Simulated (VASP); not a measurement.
Set up this calculation in VASP 6.6.1, as the native input.

* Task: single point
* Functional: PBEsol
* Potentials or basis: VASP PAW PBE potentials, release 64 (Ga_d, Sb)
* Cutoff: 520 eV
* k mesh: 8 × 8 × 6
* Occupations: gaussian, width 0.02 eV
* Spin: no spin polarisation
* Dipole correction: no
* Further INCAR settings: ALGO = Normal; EDIFF = 1e-06; NBANDS = 16

The structure of GaSb lies in POSCAR:

```
GaSb
1.0
   -2.7534340000      2.7534340000      1.5907070000
    2.7534340000     -2.7534340000      1.5907070000
    2.7534340000      2.7534340000     -1.5907070000
Ga Sb
1 1
Direct
    0.2500000000      0.7500000000      0.5000000000
    0.0000000000      0.0000000000      0.0000000000
```

The input as run:

INCAR

```
PREC     = Accurate       # precision mode
ENCUT    = 520            # plane-wave cutoff, eV
EDIFF    = 1E-6           # SCF threshold, eV
ISMEAR   = 0              # smearing method
SIGMA    = 0.02           # smearing width, eV
LREAL    = F              # projectors in reciprocal space
LASPH    = T              # aspherical terms in the spheres
NELM     = 80             # most SCF steps
ALGO     = Normal         # electronic algorithm
ISIF     = 2              # what is computed and relaxed
LWAVE    = F              # write WAVECAR
LCHARG   = F              # write CHGCAR
GGA      = PS             # functional
NBANDS   = 16             # bands
```

KPOINTS

```
Automatic mesh
0
Gamma
  8 8 6
```

Potentials or basis: VASP PAW PBE potentials, release 64 (Ga_d, Sb).

The run is started by

```sh
$ cat potpaw_PBE.64/Ga_d/POTCAR potpaw_PBE.64/Sb/POTCAR > POTCAR
$ mpirun -np 1 vasp_std > vasp.out
```

It gave:

- Pressure: -2.8 GPa
- Band gap on the k mesh: zero (bands 9 and 10 overlap by 4.15 eV)

Caveat: the PAW data sets were made with another functional, which shifts forces and pressure a little; spin-orbit coupling is left out, which moves the levels of the heavy elements.

Run time: 81 s on 1 thread of Intel Xeon 8259CL, with other jobs on the host, peak memory 0.23 GiB.
